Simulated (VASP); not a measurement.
Input of a VASP 6.6.1 run:

INCAR

```
  PREC = Accurate
  ENCUT = 520
  EDIFF = 1E-7
  ISMEAR = -1
  SIGMA = 0.1
  LREAL = F
  LASPH = T
  NELM = 100
  ALGO = Normal
  ISIF = 2
  LWAVE = F
  LCHARG = F
  GGA = PS
  NBANDS = 26
```

Contents of KPOINTS:

```
regular mesh
0
Gamma
  11 11 15
```

File POSCAR:

```
Mn
1.0
    3.7513202525      0.0000000000      0.0000000000
   -1.8756601262      3.2487386364      0.0000000000
    0.0000000000      0.0000000000      2.3546330732
Mn
3
Direct
    0.0000000000      1.0000000000      0.0000000000
    0.3333333333      0.6666666667      0.5000000000
    0.6666666667      0.3333333333      0.5000000000
```

Potentials or basis: VASP PAW PBE potentials, release 64 (Mn_pv).

The run is started by

```console
$ cat potpaw_PBE.64/Mn_pv/POTCAR > POTCAR
$ mpirun -np 1 vasp_std > vasp.out
```

(1) Estimate the band gap on the k mesh.

(2) What does it give for the pressure?

Results:

(1) zero (an odd number of electrons rules out a gap without spin polarisation).

(2) 30.4 GPa.

Caveat: the cell stands under pressure; the PAW data sets were made with another functional, which shifts forces and pressure a little; the run has no spin polarisation, though such a crystal can be magnetic.
